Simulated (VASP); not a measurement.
Input of a VASP 6.6.1 run:

Contents of INCAR:

```
SYSTEM = Mg2As
  ALGO = Fast
  EDIFF = 1E-6
  ENCUT = 520
  GGA = PE
  ISIF = 2
  ISMEAR = -1
  LASPH = .TRUE.
  LCHARG = .FALSE.
  LREAL = .FALSE.
  LWAVE = .FALSE.
  NBANDS = 18
  NELM = 100
  PREC = Accurate
  SIGMA = 0.05
```

Contents of KPOINTS:

```
k-points
0
G
  8 8 8
  0 0 0
```

Contents of POSCAR:

```
Mg2As
1.0
   -1.9172630000      2.8046120000      5.9547240000
    1.9172630000     -2.8046120000      5.9547240000
    1.9172630000      2.8046120000     -5.9547240000
As Mg
2 4
Direct
    0.3559950000      0.8559950000      0.5000000000
    0.6440050000      0.1440050000      0.5000000000
    0.1972320000      0.1972320000      0.0000000000
    0.2550410000      0.5000000000      0.7550410000
    0.7449590000      0.5000000000      0.2449590000
    0.8027680000      0.8027680000      0.0000000000
```

Potentials or basis: VASP PAW PBE potentials, release 64 (As, Mg).

Command:

```bash
$ cat potpaw_PBE.64/As/POTCAR potpaw_PBE.64/Mg/POTCAR > POTCAR
$ mpirun -np 1 vasp_std > vasp.out
```

(1) Estimate the largest force.

(2) Estimate the band gap on the k mesh.

## Answers

(1) 0.082 eV/Å.

(2) zero (bands 9 and 10 overlap by 0.66 eV).
